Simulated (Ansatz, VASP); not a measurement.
**Hf3SiC: VASP beside Ansatz**

```
Hf Si C
1.0
     6.12645    0.00000    0.00000
    -3.06322    5.30566    0.00000
     0.00000    0.00000    5.23477
Hf Si C
6 2 2
Direct
  0.83161 0.66322 0.75000
  0.33678 0.16839 0.75000
  0.83161 0.16839 0.75000
  0.16839 0.33678 0.25000
  0.66322 0.83161 0.25000
  0.16839 0.83161 0.25000
  0.33333 0.66667 0.75000
  0.66667 0.33333 0.25000
  0.00000 0.00000 0.00000
  0.00000 0.00000 0.50000
```

Alike in both runs: functional PBE; k mesh 6 × 6 × 8; occupations gaussian, width 0.1 eV; no spin polarisation.

Ansatz relaxed the structure, and its values are those at the end. VASP's run is a single point on that final structure, the one shown.

```csv
,VASP,Ansatz
version,VASP 6.6.1,Ansatz 0.2.0
potentials or method,"VASP PAW PBE potentials, release 64 (Hf_pv, Si, C), cutoff 520 eV","scalar-relativistic, plane waves, PAW"
valence electrons in the cell,76,172
```

Ansatz gave:

- gap on the k mesh at the Fermi level (eV): none
- pressure (GPa): 0.0
- rms of the force components (eV/Å): 0.002

**Question.** What did VASP give for the same quantities?

**Answer.** gap on the k mesh at the Fermi level (eV): none; pressure (GPa): -0.5; rms of the force components (eV/Å): 0.033.

A gap of «none» marks a metal or a gap that the smearing closes. The functional is the same, so the differences come from potentials, cutoffs and numerics. VASP's potentials hold 76 valence electrons a cell and Ansatz's 172, so a difference there can come from the potentials and not from the codes.

Neither program's run includes spin-orbit coupling.
